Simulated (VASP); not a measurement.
Here is a VASP 6.6.1 calculation.

The input INCAR:

```
SYSTEM = Ta
  PREC = Accurate
  ENCUT = 520
  EDIFF = 1E-7
  ISMEAR = 0
  SIGMA = 0.15
  LREAL = .False.
  LASPH = .True.
  NELM = 80
  ALGO = Fast
  ISIF = 2
  LWAVE = .False.
  LCHARG = .True.
  GGA = PE
  LELF = .True.
  LVHAR = .True.
  NBANDS = 12
```

File KPOINTS:

```
regular mesh
0
Gamma
  26 26 26
  0 0 0
```

POSCAR

```
Ta
1.0
   -1.5266432345      1.5266432345      1.5930190273
    1.5266432345     -1.5266432345      1.5930190273
    1.5266432345      1.5266432345     -1.5930190273
Ta
1
Direct
    0.0000000000      0.0000000000      0.0000000000
```

Potentials or basis: VASP PAW PBE potentials, release 64 (Ta_pv).

Run with:

```console
$ cat potpaw_PBE.64/Ta_pv/POTCAR > POTCAR
$ mpirun -np 1 vasp_std > vasp.out
```

Task: Estimate the band gap on the k mesh.

Result: Zero (an odd number of electrons rules out a gap without spin polarisation).

Task: Predict the pressure.

Result: 60.5 GPa.

Stress tensor (GPa, compression positive):
```
63.37  0.00  0.00
 0.00 63.37  0.00
 0.00  0.00 54.80
```

Caveat: the cell differs from its parent crystal (strain -0.080 along x and y, -0.040 along z); the stress differs along the axes, from 55 to 63 GPa; spin-orbit coupling is left out, which moves the levels of the heavy elements.
